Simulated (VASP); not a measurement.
Wanted: the native input for a VASP 6.6.1 run.

- Task: single point
- Functional: PBEsol
- Potentials or basis: VASP PAW PBE potentials, release 64 (Mg, O)
- Cutoff: 520 eV
- k mesh: 6 × 6 × 6
- Occupations: gaussian, width 0.01 eV
- Spin: no spin polarisation
- Dipole correction: no
- Further INCAR settings: ALGO = Normal; EDIFF = 1e-07; NBANDS = 16

The structure of MgO lies in POSCAR:

```
MgO
1.0
    3.4570813039      0.0000000000      0.0000000000
   -1.7285406519      2.9939166155      0.0000000000
    0.0000000000      0.0000000000      4.1429287602
Mg O
2 2
Direct
    0.6666666667      0.3333333333      0.7500000000
    0.3333333333      0.6666666667      0.2500000000
    0.6666666667      0.3333333333      0.2500000000
    0.3333333333      0.6666666667      0.7500000000
```

One way to write it, as run:

INCAR

```
ALGO = Normal ; EDIFF = 1E-7
ENCUT = 520 ; GGA = PS
ISIF = 2 ; ISMEAR = 0
LASPH = T ; LCHARG = F
LREAL = F ; LWAVE = F
NBANDS = 16 ; NELM = 100
PREC = Accurate ; SIGMA = 0.01
```

KPOINTS

```
k-points
0
Gamma
  6 6 6
```

Potentials or basis: VASP PAW PBE potentials, release 64 (Mg, O).

Command:

```bash
$ cat potpaw_PBE.64/Mg/POTCAR potpaw_PBE.64/O/POTCAR > POTCAR
$ mpirun -np 1 vasp_std > vasp.out
```

It gave:

```
Pressure               : 4.4 GPa
Band gap on the k mesh : 3.44 eV, direct
```

Caveat: the PAW data sets were made with another functional, which shifts forces and pressure a little.

Wall time 29 s on 1 thread of Intel Xeon 8259CL (shared host), peak memory 0.17 GiB.
